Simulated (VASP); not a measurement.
# Se (Im-3m) in VASP: further runs, part 2 of 2

VASP 6.6.1. The steps go on from the part before.

## 3. Single point, LDA (17.10 Å³/atom)

This run uses another cell than the first one, of 17.10 Å³/atom.

File INCAR:

```
SYSTEM = Se
  PREC = Accurate
  ENCUT = 520
  EDIFF = 1E-7
  ISMEAR = -1
  SIGMA = 0.08
  LREAL = .False.
  LASPH = .True.
  NELM = 100
  ALGO = Normal
  ISIF = 2
  LWAVE = .False.
  LCHARG = .True.
  LELF = .True.
  LVHAR = .True.
  NBANDS = 9
```

File KPOINTS:

```
regular mesh
0
Gamma
  15 15 15
  0 0 0
```

File POSCAR:

```
Se
1.0
   -1.6230237048      1.6230237048      1.6230237048
    1.6230237048     -1.6230237048      1.6230237048
    1.6230237048      1.6230237048     -1.6230237048
Se
1
Direct
    0.0000000000      0.0000000000      0.0000000000
```

Potentials or basis: VASP PAW LDA potentials, release 64 (Se).

Command:

```bash
cat potpaw_LDA.64/Se/POTCAR > POTCAR
mpirun -np 1 vasp_std > vasp.out
```

OUTCAR:

```text
SYSTEM = Se
   PREC = Accurate
   ENCUT = 520
   EDIFF = 1E-7
   ISMEAR = -1
   LREAL = .False.
   LASPH = .True.
   NELM = 100
   ISIF = 2

 ion  position               nearest neighbor table
   1  0.000  0.000  0.000-

  LATTYP: Found a body centered cubic cell.
 ALAT       =     3.2460474096

  Lattice vectors:

 A1 = (  -1.6230237048,   1.6230237048,   1.6230237048)
 A2 = (   1.6230237048,  -1.6230237048,   1.6230237048)
 A3 = (   1.6230237048,   1.6230237048,  -1.6230237048)

Analysis of symmetry for initial positions (statically):
=====================================================================
 Subroutine PRICEL returns:
 Original cell was already a primitive cell.

 Routine SETGRP: Setting up the symmetry group for a
 body centered cubic supercell.

 Subroutine GETGRP returns: Found 48 space group operations
 (whereof 48 operations were pure point group operations)
 out of a pool of 48 trial point group operations.

The static configuration has the point symmetry O_h .

Analysis of symmetry for dynamics (positions and initial velocities):
=====================================================================
 Subroutine PRICEL returns:
 Original cell was already a primitive cell.

 Routine SETGRP: Setting up the symmetry group for a
 body centered cubic supercell.

 Subroutine GETGRP returns: Found 48 space group operations
 (whereof 48 operations were pure point group operations)
 out of a pool of 48 trial point group operations.

The dynamic configuration has the point symmetry O_h .

 Subroutine INISYM returns: Found 48 space group operations
 (whereof 48 operations are pure point group operations),
 and found     1 'primitive' translations

----------------------------------------------------------------------------------------

                                     Primitive cell
[... 110 lines left out ...]
  volume/ion in A,a.u.               =      17.10       115.41
  Fermi-wavevector in a.u.,A,eV,Ry     =   1.154641  2.181956 18.139237  1.333196
  Thomas-Fermi vector in A             =   2.291276
   LORBIT       =      0    0 simple, 1 ext, 2 COOP (PROOUT), +10 PAW based schemes
   GGA     = CA    functional components
   LHFCALC =     F    Hartree Fock is set to
   AEXX    =    0.0000 exact exchange contribution
   IVDW    =     0    specifies the selected vdW correction
   LEPSILON=     F    determine dielectric tensor
   LRPA    =     F    only Hartree local field effects (RPA)
 non-spin polarized calculation
  energy-cutoff  :      520.00
  volume of cell :       17.10
 maximum number of plane-waves:       478
 NGX is ok and might be reduce to    24
   NGX = 11   NGY = 11   NGZ = 11

 number of electron       5.9999999 magnetization

 Free energy of the ion-electron system (eV)
  ---------------------------------------------------
  ext. energy  EPLUGINS =         0.00000000
  ---------------------------------------------------
  free energy    TOTEN  =        -3.65201018 eV

  energy without entropy =       -3.63405718  energy(sigma->0) =       -3.64303368

 E-fermi :   7.9213     XC(G=0): -11.5513

 val. band max:        7.9016405500   @ k =  -0.2667   0.2667   0.2000
 cond. band min:       7.9271270276   @ k =   0.1333   0.1333   0.1333
 fundamental gap:      0.0254864775
 Fermi energy:         7.9212604060

 k-point     1 :       0.0000    0.0000    0.0000
  band No.  band energies     occupation
      1      -9.9064      2.00000
      2      11.8318      0.00000
      3      11.8318      0.00000
      4      11.8318      0.00000
      5      20.7903      0.00000
      6      20.7903      0.00000
      7      20.7903      0.00000
      8      21.5517      0.00000
      9      24.0039      0.00000
[... 265 lines left out ...]
 k-point    24 :       0.4000    0.2000    0.0000
  band No.  band energies     occupation
      1      -4.8544      2.00000
      2       0.5814      2.00000
      3       4.6585      2.00000
      4       9.2742      0.00000
      5      16.8846      0.00000
      6      20.0924      0.00000
      7      23.8825      0.00000
      8      24.5950      0.00000
      9      31.2894      0.00000

 [... further k-points ...]

------------------------ aborting loop because EDIFF is reached ----------------------------------------

  FORCE on cell =-STRESS in cart. coord.  units (eV):
  Direction    XX          YY          ZZ          XY          YZ          ZX
  --------------------------------------------------------------------------------------
  -------------------------------------------------------------------------------------
  Total        1.2860133      1.2860133      1.2860133      0.0000000     -0.0000000      0.0000000
  in kB      120.4818065    120.4818065    120.4818065      0.0000000     -0.0000000      0.0000000
  external PRESSURE =     120.4818065 kB  Pullay stress =       0.0000000 kB

 VOLUME and BASIS-vectors are now :
 -----------------------------------------------------------------------------
  energy-cutoff  :      520.00
  volume of cell :       17.10
      direct lattice vectors                 reciprocal lattice vectors
    -1.623023705  1.623023705  1.623023705     0.000000000  0.308066973  0.308066973
     1.623023705 -1.623023705  1.623023705     0.308066973  0.000000000  0.308066973
     1.623023705  1.623023705 -1.623023705     0.308066973  0.308066973  0.000000000

 POSITION                                       TOTAL-FORCE (eV/Angst)
 -----------------------------------------------------------------------------------
      0.00000      0.00000      0.00000        -0.000000      0.000000     -0.000000
 -----------------------------------------------------------------------------------
    total drift:                                0.000000      0.000000      0.000000

  FREE ENERGIE OF THE ION-ELECTRON SYSTEM (eV)
  ---------------------------------------------------
  free  energy   TOTEN  =        -3.6520101831 eV

  energy  without entropy=       -3.6340571757  energy(sigma->0) =       -3.64303368
```

Wall time 5 s (1 thread of Intel Xeon 6975P-C (Granite Rapids), shared host); peak memory 0.13 GiB.

What came out:

- Free energy: -3.6520 eV
- Pressure: 12.0 GPa
- Band gap on the k mesh: zero (bands 3 and 4 overlap by 7.78 eV)

Caveat: the cell stands under pressure.

## 4. Single point, LDA (17.10 Å³/atom)

This run uses another cell than the first one, of 17.10 Å³/atom.

File INCAR:

```
  PREC = Accurate
  ENCUT = 520
  EDIFF = 1E-6
  ISMEAR = -1
  SIGMA = 0.08
  LREAL = False
  LASPH = True
  NELM = 100
  ALGO = Normal
  ISIF = 2
  LWAVE = False
  LCHARG = False
  NBANDS = 9
```

File KPOINTS:

```
Automatic mesh
0
Gamma
  15 15 15
```

POSCAR is that of step 3.

Command:

```bash
cat potpaw_LDA.64/Se/POTCAR > POTCAR
mpirun -np 1 vasp_std > vasp.out
```

Run time: 4.4 s. Hardware: 1 thread of Intel Xeon 6975P-C (Granite Rapids), shared host; peak memory 0.13 GiB.

The run converged. Its results:

```yaml
Free_energy: -3.6520 eV
Pressure: 12.0 GPa
Band_gap_on_the_k_mesh: zero (bands 3 and 4 overlap by 7.78 eV)
```

Levels at points of the mesh, in eV from the Fermi level:
| k point | band 1 | band 2 | band 3 | band 4 | band 5 | band 6 |
| --- | --- | --- | --- | --- | --- | --- |
| (0.00, 0.00, 0.00) | -17.83 | 3.91 | 3.91 | 3.91 | 12.87 | 12.87 |

Caveat: the cell stands under pressure.

## 5. Single point, LDA

This run uses another cell than the first one, of 19.00 Å³/atom.

File INCAR:

```
ALGO = Normal
EDIFF = 1E-7
ENCUT = 520
ISIF = 2
ISMEAR = -1
LASPH = True
LCHARG = True
LELF = True
LREAL = False
LVHAR = True
LWAVE = False
NBANDS = 9
NELM = 100
PREC = Accurate
SIGMA = 0.08
```

File KPOINTS:

```
k-points
0
Gamma
  15 15 15
```

File POSCAR:

```
Se
1.0
   -1.6810373378      1.6810373378      1.6810373378
    1.6810373378     -1.6810373378      1.6810373378
    1.6810373378      1.6810373378     -1.6810373378
Se
1
Direct
    0.0000000000      0.0000000000      0.0000000000
```

Command:

```bash
cat potpaw_LDA.64/Se/POTCAR > POTCAR
mpirun -np 1 vasp_std > vasp.out
```

It took 5.3 s on 1 thread of Intel Xeon 6975P-C (Granite Rapids), shared host; peak memory 0.13 GiB.

Results (log left out):

```yaml
Free_energy: -3.7178 eV
Pressure: 0.1 GPa
Band_gap_on_the_k_mesh: zero (bands 3 and 4 overlap by 6.72 eV)
```

Levels at points of the mesh, in eV from the Fermi level:
```
           k point  band 1  band 2  band 3  band 4  band 5  band 6
(0.00, 0.00, 0.00)  -16.72    3.31    3.31    3.31   11.98   12.63
```

## 6. Overview

| cell | gap on the mesh (eV) | pressure (GPa) |
| --- | --- | --- |
| a = 2.703 Å, angles 109.5°, 1 atom | none | 33.0 |
| a = 2.811 Å, angles 109.5°, 1 atom | none | 12.0 |
| a = 2.912 Å, angles 109.5°, 1 atom | none | 0.1 |

Alike in all rows: task single point; level LDA; potentials or basis VASP PAW LDA potentials, release 64 (Se); no spin polarisation; k mesh 15 × 15 × 15; cutoff (eV) 520; smearing fermi-dirac 0.08 eV.

Caveats: the cell stands under pressure (at least some runs).

Absolute energies hang on the potentials; compare differences alone.
